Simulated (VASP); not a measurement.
Write the native input for VASP 6.6.1 that does the following.

```
Task                   : single point
Functional             : PBEsol
Potentials or basis    : VASP PAW PBE potentials, release 64 (Al)
Cutoff                 : 520 eV
k mesh                 : 14 × 14 × 14
Occupations            : fermi-dirac, width 0.05 eV
Spin                   : no spin polarisation
Dipole correction      : no
Further INCAR settings : ALGO = Normal; EDIFF = 1e-07; NBANDS = 8
```

The structure of Al lies in POSCAR:

```
Al
1.0
    0.0000000000      2.0644596000      2.0239800000
    2.0644596000      0.0000000000      2.0239800000
    2.0644596000      2.0644596000      0.0000000000
Al
1
Direct
    0.0000000000      0.0000000000      0.0000000000
```

This cell differs from its parent crystal: equal xx and yy strain of +2 %.

These files were run (other wordings do the same):

INCAR

```
SYSTEM = Al
PREC     = Accurate       ! precision mode
ENCUT    = 520            ! plane-wave cutoff, eV
EDIFF    = 1E-7           ! SCF threshold, eV
ISMEAR   = -1             ! smearing method
SIGMA    = 0.05           ! smearing width, eV
LREAL    = .FALSE.        ! projectors in reciprocal space
LASPH    = .TRUE.         ! aspherical terms in the spheres
NELM     = 100            ! most SCF steps
ALGO     = Normal         ! electronic algorithm
ISIF     = 2              ! what is computed and relaxed
LWAVE    = .FALSE.        ! write WAVECAR
LCHARG   = .TRUE.         ! write CHGCAR
GGA      = PS             ! functional
LELF     = .TRUE.         ! ELF
LVHAR    = .TRUE.       
NBANDS   = 8              ! bands
```

KPOINTS

```
regular mesh
0
G
  14 14 14
  0 0 0
```

Potentials or basis: VASP PAW PBE potentials, release 64 (Al).

Command:

```sh
$ cat potpaw_PBE.64/Al/POTCAR > POTCAR
$ mpirun -np 1 vasp_std > vasp.out
```

It gave:

The pressure is -4.6 GPa.

Caveat: the cell differs from its parent crystal (equal xx and yy strain of +2 %); the PAW data sets were made with another functional, which shifts forces and pressure a little.

Run time: 11 s on 1 thread of Intel(R) Xeon(R) Platinum 8559C (Emerald Rapids), on a shared host, peak memory 0.15 GiB.
